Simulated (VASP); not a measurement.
A run of VASP 6.6.1 is set up as follows.

Contents of INCAR:

```
PREC = Accurate ; ENCUT = 500
EDIFF = 1E-7 ; ISMEAR = 0
SIGMA = 0.05 ; LREAL = False
LASPH = True ; NELM = 120
ALGO = Normal ; ISIF = 3
LWAVE = False ; LCHARG = False
IBRION = 2 ; NSW = 60
EDIFFG = -0.01 ; PSTRESS = 200.0
GGA_COMPAT = False ; NELMIN = 4
```

File KPOINTS:

```
regular mesh
0
Gamma
  7 7 7
```

The input POSCAR:

```
Pd
1.0
    0.0000000000      2.6750000000      2.6750000000
    2.6750000000      0.0000000000      2.6750000000
    2.6750000000      2.6750000000      0.0000000000
Pd
2
Direct
    1.0000000000      1.0000000000      1.0000000000
    0.2500000000      0.2500000000      0.2500000000
```

Potentials or basis: VASP PAW LDA potentials, release 64 (Pd).

Run with:

```bash
$ cat potpaw_LDA.64/Pd/POTCAR > POTCAR
$ mpirun -np 1 vasp_std > vasp.out
```

Predict the space group after relaxing (to 0.1 Å).

Fd-3m (No. 227).

Estimate the relaxed cell.

a = 3.776 Å, b = 3.776 Å, c = 3.776 Å, α = 60.00°, β = 60.00°, γ = 60.00°.

Predict the relaxed volume.

19.03 Å³/atom.

Step by step:
```tsv
step	energy change (eV)	largest force (eV/Å)	pressure (GPa)	volume (Å³)
1	0.0000	0.0000	18.92	38.28
2	0.0919	0.0000	22.57	37.57
3	0.0263	0.0000	19.99	38.07
```

Caveat: the cell is relaxed towards a set pressure, so the run minimises the enthalpy, not the energy.
